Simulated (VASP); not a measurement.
# Al: single point with PBEsol+D3(BJ)

The system is Al.

```xyz
1
Lattice="0.0000 2.0240 2.1302 2.0240 0.0000 2.1302 2.0240 2.0240 0.0000" Properties=species:S:1:pos:R:3 pbc="T T T"
Al    0.0000    0.0000    0.0000
```

This cell differs from its parent crystal: strain +0.0525 x Voigt [0, 0, 1, 0, 0, 0].

```yaml
Program: VASP 6.6.1
Task: single point
Functional: PBEsol
Dispersion: D3(BJ)
Potentials_or_basis: VASP PAW PBE potentials, release 64 (Al)
Cutoff: 520 eV
k_mesh: 20 × 20 × 20
Occupations: gaussian, width 0.15 eV
Spin: no spin polarisation
```

```json
{"Pressure": "-7.9 GPa", "Dispersion energy per atom": "-0.300 eV"}
```

Stress tensor (GPa, compression positive):
```
-7.25  0.00  0.00
 0.00 -7.25  0.00
 0.00  0.00 -9.21
```

Levels at points of the mesh, in eV from the Fermi level:
| k point | band 1 | band 2 | band 3 | band 4 |
| --- | --- | --- | --- | --- |
| (0.00, 0.00, 0.00) | -10.75 | 11.95 | 12.50 | 12.50 |
| (0.50, 0.00, 0.00) | -4.37 | -4.30 | 10.09 | 10.54 |
| (0.50, 0.50, 0.00) | -3.23 | -2.29 | 5.62 | 5.94 |
| (0.50, 0.00, 0.50) | -2.55 | -1.26 | 4.87 | 5.08 |

It took 27 s on 1 thread of Intel(R) Xeon(R) Platinum 8559C (Emerald Rapids) (shared host), peak memory 0.2 GiB.

Caveat: the cell differs from its parent crystal (strain +0.0525 x Voigt [0, 0, 1, 0, 0, 0]); the PAW data sets were made with another functional, which shifts forces and pressure a little; pairwise dispersion overbinds metals, which lowers pressure and volume.
